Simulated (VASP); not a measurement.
# Zn2SnO3 (Cmc2_1) in VASP: further runs

Runs on Zn2SnO3. Level: PBE. Tasks: single point.

Everything below comes from runs of VASP 6.6.1. Logs are shortened: lines on timing, memory, paths and dates and some standing lists are left out, and cuts for length are marked.

## (1) The cell of the first run

The structure is orthorhombic, space group Cmc2_1 (No. 36). The conventional cell has a = 10.428 Å, b = 5.657 Å, c = 5.783 Å, α = 90.00°, β = 90.00°, γ = 90.00°. Within 2.7 Å of Zn (site symmetry 1) lie 4 O at 2.00 to 2.05 Å. Within 2.8 Å of Sn (site symmetry m) lie 4 O at 2.12 to 2.59 Å. O (site symmetry 1) has 3 Zn at 2.00 to 2.04 Å and 1 Sn at 2.32 Å within 2.7 Å. Within 2.7 Å of O (site symmetry m) lie 2 Zn at 2.05 Å and 2 Sn at 2.12 to 2.59 Å.

## (2) Single point, PBE

INCAR

```
SYSTEM = Zn2SnO3
PREC = Accurate ; ENCUT = 520
EDIFF = 1E-6 ; ISMEAR = 0
SIGMA = 0.15 ; LREAL = .False.
LASPH = .True. ; NELM = 60
ALGO = Normal ; ISIF = 2
LWAVE = .False. ; LCHARG = .False.
GGA = PE ; NBANDS = 68
```

KPOINTS

```
regular mesh
0
Gamma
  3 3 3
  0 0 0
```

POSCAR

```
Zn2SnO3
1.0
    5.2141289405     -2.8286188025      0.0000000000
    5.2141289405      2.8286188025      0.0000000000
    0.0000000000      0.0000000000      5.7832589610
Zn Sn O
4 2 6
Direct
    0.4950658049      0.8477652620     -0.0008783703
    0.1522347380      0.5049341951     -0.0008783703
    0.8477652620      0.4950658049      0.4991216297
    0.5049341951      0.1522347380      0.4991216297
    0.2197086948      0.7802913052      0.5211484810
    0.7802913052      0.2197086948      1.0211484810
    0.5406986037      0.8322608833      0.3445641851
    0.1677391167      0.4593013963      0.3445641851
    0.8489321524      0.1510678476      0.4644798894
    0.8322608833      0.5406986037      0.8445641851
    0.4593013963      0.1677391167      0.8445641851
    0.1510678476      0.8489321524      0.9644798894
```

Potentials or basis: VASP PAW PBE potentials, release 64 (Zn, Sn_d, O).

The run is started by

```console
cat potpaw_PBE.64/Zn/POTCAR potpaw_PBE.64/Sn_d/POTCAR potpaw_PBE.64/O/POTCAR > POTCAR
mpirun -np 1 vasp_std > vasp.out
```

OUTCAR:

```text
SYSTEM = Zn2SnO3
   PREC = Accurate
   ENCUT = 520
   EDIFF = 1E-6
   ISMEAR = 0
   LREAL = .False.
   LASPH = .True.
   NELM = 60
   ISIF = 2
   GGA = PE

 ion  position               nearest neighbor table
   1  0.495  0.848  0.999-  11 2.00   7 2.01  10 2.04  12 2.05   6 3.14   5 3.34
   2  0.152  0.505  0.999-  10 2.00   8 2.01  11 2.04  12 2.05   6 3.14   5 3.34
   3  0.848  0.495  0.499-   8 2.00  10 2.01   7 2.04   9 2.05   5 3.14   6 3.34
   4  0.505  0.152  0.499-   7 2.00  11 2.01   8 2.04   9 2.05   5 3.14   6 3.34
   5  0.220  0.780  0.521-   9 2.12   8 2.32   7 2.32  12 2.59   3 3.14   4 3.14   2 3.34   1 3.34

   6  0.780  0.220  0.021-  12 2.12  11 2.32  10 2.32   9 2.59   1 3.14   2 3.14   4 3.34   3 3.34

   7  0.541  0.832  0.345-   4 2.00   1 2.01   3 2.04   5 2.32
   8  0.168  0.459  0.345-   3 2.00   2 2.01   4 2.04   5 2.32
   9  0.849  0.151  0.464-   3 2.05   4 2.05   5 2.12   6 2.59
  10  0.832  0.541  0.845-   2 2.00   3 2.01   1 2.04   6 2.32
  11  0.459  0.168  0.845-   1 2.00   4 2.01   2 2.04   6 2.32
  12  0.151  0.849  0.964-   1 2.05   2 2.05   6 2.12   5 2.59

  LATTYP: Found a base centered orthorhombic cell.
 ALAT       =     5.6572376050
 B/A-ratio  =     1.8433480453
 C/A-ratio  =     1.0222761292

  Lattice vectors:

 A1 = (  -5.2141289405,  -2.8286188025,   0.0000000000)
 A2 = (   5.2141289405,  -2.8286188025,   0.0000000000)
 A3 = (   0.0000000000,   0.0000000000,   5.7832589610)

Analysis of symmetry for initial positions (statically):
=====================================================================
 Subroutine PRICEL returns:
 Original cell was already a primitive cell.

 Routine SETGRP: Setting up the symmetry group for a
 base centered orthorhombic supercell.

 Subroutine GETGRP returns: Found  4 space group operations
 (whereof  2 operations were pure point group operations)
 out of a pool of  8 trial point group operations.

The static configuration has the point symmetry C_1h.
 The point group associated with its full space group is C_2v.

Analysis of symmetry for dynamics (positions and initial velocities):
=====================================================================
 Subroutine PRICEL returns:
 Original cell was already a primitive cell.

 Routine SETGRP: Setting up the symmetry group for a
 base centered orthorhombic supercell.

 Subroutine GETGRP returns: Found  4 space group operations
 (whereof  2 operations were pure point group operations)
 out of a pool of  8 trial point group operations.

The dynamic configuration has the point symmetry C_1h.
 The point group associated with its full space group is C_2v.

 Subroutine INISYM returns: Found  4 space group operations
 (whereof  2 operations are pure point group operations),
 and found     1 'primitive' translations

----------------------------------------------------------------------------------------

                                     Primitive cell

  volume of cell :     170.5921

  direct lattice vectors                    reciprocal lattice vectors
     5.214128941 -2.828618802  0.000000000     0.095893294 -0.176764716  0.000000000
     5.214128941  2.828618802  0.000000000     0.095893294  0.176764716  0.000000000
     0.000000000  0.000000000  5.783258961     0.000000000  0.000000000  0.172912886

  length of vectors
     5.931966364  5.931966364  5.783258961     0.201100196  0.201100196  0.172912886

  position of ions in fractional coordinates (direct lattice)
     0.495065805  0.847765262  0.999121630
     0.152234738  0.504934195  0.999121630
     0.847765262  0.495065805  0.499121630
     0.504934195  0.152234738  0.499121630
     0.219708695  0.780291305  0.521148481
     0.780291305  0.219708695  0.021148481
     0.540698604  0.832260883  0.344564185
     0.167739117  0.459301396  0.344564185
     0.848932152  0.151067848  0.464479889
     0.832260883  0.540698604  0.844564185
     0.459301396  0.167739117  0.844564185
     0.151067848  0.848932152  0.964479889

  ion indices of the primitive-cell ions
   primitive index   ion index
                 1           1
                 2           2
                 3           3
                 4           4
                 5           5
                 6           6
                 7           7
                 8           8
                 9           9
                10          10
                11          11
                12          12

----------------------------------------------------------------------------------------

 KPOINTS: regular mesh

Automatic generation of k-mesh.
 Grid dimensions read from file:
 generate k-points for:    3    3    3

 Generating k-lattice:

  Cartesian coordinates                     Fractional coordinates (reciprocal lattice)
     0.031964431 -0.058921572  0.000000000     0.333333333  0.000000000  0.000000000
     0.031964431  0.058921572  0.000000000     0.000000000  0.333333333  0.000000000
     0.000000000  0.000000000  0.057637629     0.000000000  0.000000000  0.333333333

  Length of vectors
     0.067033399  0.067033399  0.057637629

  Shift w.r.t. Gamma in fractional coordinates (k-lattice)
     0.000000000  0.000000000  0.000000000

 Subroutine IBZKPT returns following result:
 ===========================================

 Found      8 irreducible k-points:

 Following reciprocal coordinates:
            Coordinates               Weight
  0.000000  0.000000  0.000000      1.000000
  0.333333  0.000000  0.000000      4.000000
  0.333333  0.333333  0.000000      2.000000
 -0.333333  0.333333  0.000000      2.000000
  0.000000  0.000000  0.333333      2.000000
  0.333333  0.000000  0.333333      8.000000
  0.333333  0.333333  0.333333      4.000000
 -0.333333  0.333333  0.333333      4.000000
   k-points           NKPTS =      8   k-points in BZ     NKDIM =      8   number of bands    NBANDS=     68
   number of dos      NEDOS =    301   number of ions     NIONS =     12
   total plane-waves  NPLWV = 110592
   dimension x,y,z NGX =    48 NGY =   48 NGZ =   48
   dimension x,y,z NGXF=    96 NGYF=   96 NGZF=   96
   ions per type =               4   2   6
   NGX,Y,Z   is equivalent  to a cutoff of  13.45, 13.45, 13.80 a.u.
   NGXF,Y,Z  is equivalent  to a cutoff of  26.90, 26.90, 27.60 a.u.
 SYSTEM =  Zn2SnO3
   PREC   = accura    normal or accurate (medium, high low for compatibility)
   ISTART =      0    job   : 0-new  1-cont  2-samecut
   ICHARG =      2    charge: 1-file 2-atom 10-const
   ISPIN  =      1    spin polarized calculation?
   LNONCOLLINEAR =      F non collinear calculations
   LSORBIT =      F    spin-orbit coupling
   LASPH  =      T    aspherical Exc in radial PAW
   ENCUT  =  520.0 eV  38.22 Ry    6.18 a.u.  11.03 11.03 10.75*2*pi/ulx,y,z
   NELM   =     60;   NELMIN=  2; NELMDL= -5     # of ELM steps
   EDIFF  = 0.1E-05   stopping-criterion for ELM
   LREAL  =      F    real-space projection
   EDIFFG = 0.1E-04   stopping-criterion for IOM
   NSW    =      0    number of steps for IOM
   IBRION =     -1    ionic relax: 0-MD 1-quasi-New 2-CG
   NFREE  =      0    steps in history (QN), initial steepest desc. (CG)
   ISIF   =      2    stress and relaxation
   ISYM   =      2    0-nonsym 1-usesym 2-fastsym
   POTIM  = 0.5000    time-step for ionic-motion
   TEBEG  =    0.0;   TEEND  =   0.0 temperature during run
   PSTRESS=    0.0 pullay stress
   NELECT =     112.0000    total number of electrons
   NUPDOWN=      -1.0000    fix difference up-down
   EMIN   =  10.00;   EMAX   =-10.00  energy-range for DOS
   EFERMI =   0.00;   METHOD = LEGACY
   ISMEAR =     0;   SIGMA  =   0.15  broadening in eV -4-tet -1-fermi 0-gaus
   EFERMI_NEDOS =   21; number of points for ismear=-14 and -15
   IALGO  =     38    algorithm
   IMIX   =      4    mixing-type and parameters
     AMIX     =   0.40;   BMIX     =  1.00
     AMIX_MAG =   1.60;   BMIX_MAG =  1.00
  volume/ion in A,a.u.               =      14.22        95.93
  Fermi-wavevector in a.u.,A,eV,Ry     =   1.422857  2.688810 27.545291  2.024522
  Thomas-Fermi vector in A             =   2.543516
   LORBIT       =      0    0 simple, 1 ext, 2 COOP (PROOUT), +10 PAW based schemes
   GGA     = PE    functional components
   LHFCALC =     F    Hartree Fock is set to
   AEXX    =    0.0000 exact exchange contribution
   IVDW    =     0    specifies the selected vdW correction
   LEPSILON=     F    determine dielectric tensor
   LRPA    =     F    only Hartree local field effects (RPA)
 non-spin polarized calculation
 Gauss-broadening in eV      SIGMA  =   0.15
  energy-cutoff  :      520.00
  volume of cell :      170.59
 maximum number of plane-waves:      4610
 NGX is ok and might be reduce to    48
   NGX = 23   NGY = 23   NGZ = 21

 number of electron     111.9999962 magnetization

 Free energy of the ion-electron system (eV)
  ---------------------------------------------------
  ext. energy  EPLUGINS =         0.00000000
  ---------------------------------------------------
  free energy    TOTEN  =       -56.72627366 eV

  energy without entropy =      -56.72627366  energy(sigma->0) =      -56.72627366

 E-fermi :   4.4570     XC(G=0): -10.5223

 val. band max:        3.7493624774   @ k =   0.3333   0.0000   0.0000
 cond. band min:       5.4246606068   @ k =  -0.3333   0.3333   0.0000
 fundamental gap:      1.6752981295
 Fermi energy:         4.4570022101

 k-point     1 :       0.0000    0.0000    0.0000
  band No.  band energies     occupation
      1     -17.3869      2.00000
      2     -17.3197      2.00000
      3     -17.2851      2.00000
      4     -17.2807      2.00000
      5     -17.2387      2.00000
      6     -17.2255      2.00000
[... 60 lines left out ...]
     67      11.1299      0.00000
     68      11.7362      0.00000
[... 495 lines left out ...]
     67      10.8000      0.00000
     68      11.0122      0.00000

------------------------ aborting loop because EDIFF is reached ----------------------------------------

  FORCE on cell =-STRESS in cart. coord.  units (eV):
  Direction    XX          YY          ZZ          XY          YZ          ZX
  --------------------------------------------------------------------------------------
  -------------------------------------------------------------------------------------
  Total       -0.0064314      0.7938420      0.1414214      0.0000000      0.0000000      0.0000000
  in kB       -0.0604029      7.4556552      1.3282104      0.0000000      0.0000000      0.0000000
  external PRESSURE =       2.9078209 kB  Pullay stress =       0.0000000 kB

 VOLUME and BASIS-vectors are now :
 -----------------------------------------------------------------------------
  energy-cutoff  :      520.00
  volume of cell :      170.59
      direct lattice vectors                 reciprocal lattice vectors
     5.214128941 -2.828618802  0.000000000     0.095893294 -0.176764716  0.000000000
     5.214128941  2.828618802  0.000000000     0.095893294  0.176764716  0.000000000
     0.000000000  0.000000000  5.783258961     0.000000000  0.000000000  0.172912886

 POSITION                                       TOTAL-FORCE (eV/Angst)
 -----------------------------------------------------------------------------------
      7.00169      0.99765      5.77818        -0.033488      0.012697     -0.028116
      3.42656      0.99765      5.77818         0.033488      0.012697     -0.028116
      7.00169     -0.99765      2.88655        -0.033488     -0.012697     -0.028116
      3.42656     -0.99765      2.88655         0.033488     -0.012697     -0.028116
      5.21413      1.58567      3.01394         0.000000     -0.062054     -0.028502
      5.21413     -1.58567      0.12231         0.000000      0.062054     -0.028502
      7.15879      0.82472      1.99270         0.003788      0.049542      0.035571
      3.26947      0.82472      1.99270        -0.003788      0.049542      0.035571
      5.21413     -1.97399      2.68621         0.000000     -0.042745      0.013594
      7.15879     -0.82472      4.88433         0.003788     -0.049542      0.035571
      3.26947     -0.82472      4.88433        -0.003788     -0.049542      0.035571
      5.21413      1.97399      5.57784         0.000000      0.042745      0.013594
 -----------------------------------------------------------------------------------
    total drift:                               -0.000002      0.000000     -0.002417

  FREE ENERGIE OF THE ION-ELECTRON SYSTEM (eV)
  ---------------------------------------------------
  free  energy   TOTEN  =       -56.7262736612 eV

  energy  without entropy=      -56.7262736612  energy(sigma->0) =      -56.72627366
```

Run time: 1.7 min. Hardware: 1 thread of Intel Xeon Platinum 8488C (Sapphire Rapids), shared host; peak memory 0.35 GiB.

What came out:

```
Free energy            : -56.7263 eV
Pressure               : 0.3 GPa
Largest force          : 0.068 eV/Å
Band gap on the k mesh : 1.68 eV (least direct gap 1.81 eV)
```

Forces in eV/Å, atoms in the order of the input:
```
Zn  -0.033  0.013 -0.028
Zn   0.033  0.013 -0.028
Zn  -0.033 -0.013 -0.028
Zn   0.033 -0.013 -0.028
Sn   0.000 -0.062 -0.029
Sn   0.000  0.062 -0.029
O    0.004  0.050  0.036
O   -0.004  0.050  0.036
O    0.000 -0.043  0.014
O    0.004 -0.050  0.036
O   -0.004 -0.050  0.036
O    0.000  0.043  0.014
```

Levels at points of the mesh, in eV from the valence-band top:
```csv
k point,band 52,band 53,band 54,band 55,band 56,band 57,band 58,band 59,band 60,band 61
"(0.00, 0.00, 0.00)",-2.08,-1.55,-1.54,-1.41,-0.13,2.79,3.26,3.55,4.31,4.33
```

Caveat: the k points lie up to 0.42 Å⁻¹ apart; spin-orbit coupling is left out, which moves the levels of the heavy elements.

## (3) Single point, PBE

This run uses another cell than the first one, of 14.17 Å³/atom.

INCAR

```
SYSTEM = Zn2SnO3
PREC = Accurate ; ENCUT = 520
EDIFF = 1E-6 ; ISMEAR = 0
SIGMA = 0.1 ; LREAL = .False.
LASPH = .True. ; NELM = 60
ALGO = Normal ; ISIF = 2
LWAVE = .False. ; LCHARG = .True.
GGA = PE ; LELF = .True.
LVHAR = .True. ; NBANDS = 68
```

KPOINTS

```
regular mesh
0
Gamma
  4 2 4
  0 0 0
```

POSCAR

```
Zn2SnO3
1.0
    0.0000000000     -5.6776667684      0.0000000000
    0.0000000000      0.0000000000      5.7628678660
   -5.1986795050      2.8388333842      0.0000000000
Zn Sn O
4 2 6
Direct
    0.1526714075      0.9968875109      0.6590077301
    0.4936636775      0.9968875109      0.3409922699
    0.5063363225      0.4968875109      0.6590077301
    0.8473285925      0.4968875109      0.3409922699
    0.2218482522      0.5168629345      0.0000000000
    0.7781517478      0.0168629345      0.0000000000
    0.1672075898      0.3444357993      0.6266931208
    0.5405144689      0.3444357993      0.3733068792
    0.8517265697      0.4734904450      0.0000000000
    0.4594855311      0.8444357993      0.6266931208
    0.8327924102      0.8444357993      0.3733068792
    0.1482734303      0.9734904450      0.0000000000
```

Potentials or basis: VASP PAW PBE potentials, release 64 (Zn, Sn_d, O).

The run is started by

```console
cat potpaw_PBE.64/Zn/POTCAR potpaw_PBE.64/Sn_d/POTCAR potpaw_PBE.64/O/POTCAR > POTCAR
mpirun -np 1 vasp_std > vasp.out
```

It took 3 min on 1 thread of Intel Xeon Platinum 8488C (Sapphire Rapids), shared host; peak memory 0.37 GiB.

It converged, with:

| Quantity | Value |
| --- | --- |
| Free energy | -56.7162 eV |
| Pressure | 0.5 GPa |
| Largest force | 0.064 eV/Å |
| Band gap on the k mesh | 1.44 eV (least direct gap 1.54 eV) |

Forces on the atoms (eV/Å):
```
Zn  -0.014 -0.007 -0.009
Zn   0.014 -0.007 -0.009
Zn  -0.014  0.007 -0.009
Zn   0.014  0.007 -0.009
Sn   0.000 -0.047  0.044
Sn   0.000  0.047  0.044
O   -0.014  0.005 -0.009
O    0.014  0.005 -0.009
O    0.000 -0.050 -0.009
O   -0.014 -0.005 -0.009
O    0.014 -0.005 -0.009
O    0.000  0.050 -0.009
```

Stress tensor (GPa, compression positive):
```
0.46 0.00 0.00
0.00 0.52 0.00
0.00 0.00 0.63
```

Levels at points of the mesh, in eV from the valence-band top:
| k point | band 52 | band 53 | band 54 | band 55 | band 56 | band 57 | band 58 | band 59 | band 60 | band 61 |
| --- | --- | --- | --- | --- | --- | --- | --- | --- | --- | --- |
| (0.00, 0.00, 0.00) | -2.06 | -1.52 | -1.52 | -1.43 | -0.14 | 2.76 | 3.32 | 3.64 | 4.29 | 4.40 |
| (0.50, 0.00, 0.00) | -2.07 | -1.94 | -1.82 | -0.47 | -0.13 | 2.35 | 2.54 | 3.07 | 3.54 | 3.83 |
| (0.00, 0.50, 0.00) | -1.86 | -1.82 | -1.82 | -0.58 | -0.58 | 2.73 | 2.73 | 3.79 | 3.79 | 4.73 |
| (0.50, 0.50, 0.00) | -2.34 | -2.19 | -2.19 | -0.21 | -0.21 | 1.96 | 1.96 | 2.97 | 2.97 | 4.57 |
| (0.00, 0.00, 0.50) | -2.12 | -1.89 | -1.63 | -0.63 | -0.11 | 1.44 | 3.37 | 4.06 | 4.38 | 4.67 |
| (0.00, 0.50, 0.50) | -2.28 | -2.11 | -2.11 | -0.46 | -0.46 | 2.67 | 2.67 | 2.90 | 2.90 | 4.36 |

Caveat: the k points lie up to 0.55 Å⁻¹ apart; spin-orbit coupling is left out, which moves the levels of the heavy elements. A k mesh can miss the band edges.
